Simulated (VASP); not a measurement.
Runs of VASP 6.6.1 on BiH. The structure is that of space group P6_3/mmc (No. 194), or close to it. The cells are those of the table. 

```csv
task,cell,k mesh,cutoff (eV),gap on the mesh (eV),pressure (GPa),relaxed volume (Å³/atom)
single point,"a = 4.038, b = 4.038, c = 4.902 Å, angles 90.0, 90.0, 120.0°, 4 atoms",6 × 6 × 4,520,none,0.0,-
relaxation of cell and atoms,"relaxed from a = 4.038, b = 4.038, c = 4.902 Å, angles 90.0, 90.0, 120.0°, 4 atoms",12 × 12 × 8,600,none,-0.1,(a)
single point,"a = 3.644, b = 3.644, c = 5.870 Å, angles 90.0, 90.0, 120.0°, 4 atoms",12 × 12 × 8,520,none,-0.1,-
relaxation of cell and atoms,"relaxed from a = 4.367, b = 4.367, c = 4.254 Å, angles 90.0, 90.0, 120.0°, 4 atoms",6 × 6 × 4,600,none,0.1,17.30
```

Alike in all rows: level PBE; potentials or basis VASP PAW PBE potentials, release 64 (Bi_d, H); no spin polarisation; smearing gaussian 0.1 eV.

Problem. Estimate the missing entries.

Solution. (a) 16.89.

Caveats: some runs use coarse meshes; spin-orbit coupling is left out, which moves the levels of the heavy elements; a cell axis changed by over 15 % at a fixed basis, so the end point is rough (at least some runs).

A k mesh can miss the band edges, and the runs leave out spin-orbit coupling on Bi.

A gap of «none» marks levels without a gap at the run's occupations.
